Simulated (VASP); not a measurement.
W2Cl3, 5 atoms in the cell. It takes space group P-3m1 (No. 164, trigonal). The conventional cell has a = 3.843 Å, b = 3.843 Å, c = 8.745 Å, α = 90.00°, β = 90.00°, γ = 120.00°. W (site symmetry 3m) has 6 Cl at 2.39 to 2.76 Å and 3 W at 2.84 Å within 3.2 Å. Within 3.2 Å of Cl (site symmetry -3m) lie 6 W at 2.39 Å. Cl (site symmetry 3m) has 4 W at 2.76 to 3.42 Å and 3 Cl at 3.37 Å within 3.6 Å. 

```yaml
Program: VASP 6.6.1
Task: relaxation of cell and atoms
Functional: PBE
Potentials_or_basis: VASP PAW PBE potentials, release 64 (W_sv, Cl)
Cutoff: 600 eV
k_mesh: 12 × 12 × 4
Occupations: gaussian, width 0.1 eV
Spin: no spin polarisation
Dipole_correction: no
Further_INCAR_settings: ALGO = Normal; EDIFF = 1e-06; IBRION = 2; EDIFFG = -0.01; NSW = 100; ISIF = 3
```

Potentials or basis: VASP PAW PBE potentials, release 64 (W_sv, Cl).

Run with:

```bash
$ cat potpaw_PBE.64/W_sv/POTCAR potpaw_PBE.64/Cl/POTCAR > POTCAR
$ mpirun -np 1 vasp_std > vasp.out
```

Hardware: 1 thread of Intel Xeon 8259CL, on a shared host.

How long does it take, and how much memory?

It took 20 min on 1 thread of Intel Xeon 8259CL, on a shared host, peak memory 0.43 GiB. Counts: scf iterations 39, k points 69, ion steps 5.
